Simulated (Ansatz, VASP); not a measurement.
## One calculation of Ni, two programs

The input INCAR:

```
PREC = Accurate
ENCUT = 520
EDIFF = 1E-7
ISMEAR = -1
SIGMA = 0.05
LREAL = F
LASPH = T
NELM = 150
ALGO = Normal
ISIF = 2
LWAVE = F
LCHARG = F
ISPIN = 2
MAGMOM = 1.5 1.5
LORBIT = 11
LMAXMIX = 4
GGA = CA
NBANDS = 21
```

File KPOINTS:

```
Automatic mesh
0
Gamma
  13 13 8
```

POSCAR

```
Ni
1.0
   -1.3837154700      1.3837154700      1.3837154700
    1.3837154700     -1.3837154700      1.3837154700
    2.7674309400      2.7674309400      0.0000000000
Ni
2
Direct
    0.0000000000      0.0000000000      0.0000000000
    0.5000000000      0.5000000000      0.5000000000
```

Input for Ansatz:

```yaml
crystal:
  lattice:
    - [-1.38371547, 1.38371547, 1.38371547]
    - [1.38371547, -1.38371547, 1.38371547]
    - [2.76743094, 2.76743094, 0.0]
  atoms:
    - { symbol: Ni, position: [0.0, 0.0, 0.0], spin: 1.5 }
    - { symbol: Ni, position: [0.5, 0.5, 0.5], spin: 1.5 }
magnetization:
  spin_polarized: true
kpoints:
  mp_grid: { grid: [13, 13, 8] }
scf:
  occupations: { method: fermi_dirac, width: 0.05 }
  lower_state_search: "off"
hamiltonian:
  xc: lda
  pseudopotentials: { kind: all_electron, lapw: { basis_error: 0.001 } }
output:
  forces: true
  stress: true
  eigenvalues: true
  populations: true
```

Alike in both runs: task single point; functional LDA; k mesh 13 × 13 × 8; occupations fermi-dirac, width 0.05 eV; collinear spin.

|  | VASP | Ansatz |
| --- | --- | --- |
| version | VASP 6.6.1 | Ansatz 0.2.0 |
| potentials or method | VASP PAW LDA potentials, release 64 (Ni), cutoff 520 eV | all-electron LAPW, scalar-relativistic |

|  | VASP | Ansatz | Ansatz less VASP |
| --- | --- | --- | --- |
| pressure (GPa) | -10.8 | -10.5 | +0.29 |
| traceless stress, the component that is largest in VASP (GPa) | -0.11 | -0.18 | -0.070 |
| net moment per atom (μB) | 0.43 | 0.51 | +0.083 |
| size of the moment on the site where the two differ most (μB) | 0.43 | 0.53 | +0.097 |

LDA's correlation is that of Perdew and Zunger in VASP and of Perdew and Wang (1992) in Ansatz. Site moments also hang on the region over which each program counts them. Ansatz ran all-electron here, and VASP with PAW potentials.
